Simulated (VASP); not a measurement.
BaTe, 2 atoms in the cell. Symmetry: Fm-3m, No. 225, cubic system. Conventional cell: a = 6.876 Å, b = 6.876 Å, c = 6.876 Å, α = 90.00°, β = 90.00°, γ = 90.00°. Ba (site symmetry m-3m) has 6 Te at 3.44 Å within 4.5 Å. Within 4.5 Å of Te (site symmetry m-3m) lie 6 Ba at 3.44 Å. 

```yaml
Program: VASP 6.6.1
Task: single point
Functional: r2SCAN
Potentials_or_basis: VASP PAW PBE potentials, release 64 (Ba_sv, Te)
Cutoff: 520 eV
k_mesh: 8 × 8 × 8
Occupations: gaussian, width 0.02 eV
Spin: no spin polarisation
Dipole_correction: no
Further_INCAR_settings: ALGO = Normal; EDIFF = 1e-07; NBANDS = 15
```

Potentials or basis: VASP PAW PBE potentials, release 64 (Ba_sv, Te).

Run with:

```bash
$ cat potpaw_PBE.64/Ba_sv/POTCAR potpaw_PBE.64/Te/POTCAR > POTCAR
$ cp INCAR.step1 INCAR
$ mpirun -np 1 vasp_std > vasp.out
$ cp INCAR.step2 INCAR
$ mpirun -np 1 vasp_std > vasp.out
```

Hardware: 1 thread of Intel(R) Xeon(R) 6975P-C (Granite Rapids) (shared host).

Question: How long does it take, and how much memory?

Answer: Wall time 62 s on 1 thread of Intel(R) Xeon(R) 6975P-C (Granite Rapids), on a shared host, peak memory 0.23 GiB. Counts: k points 29.
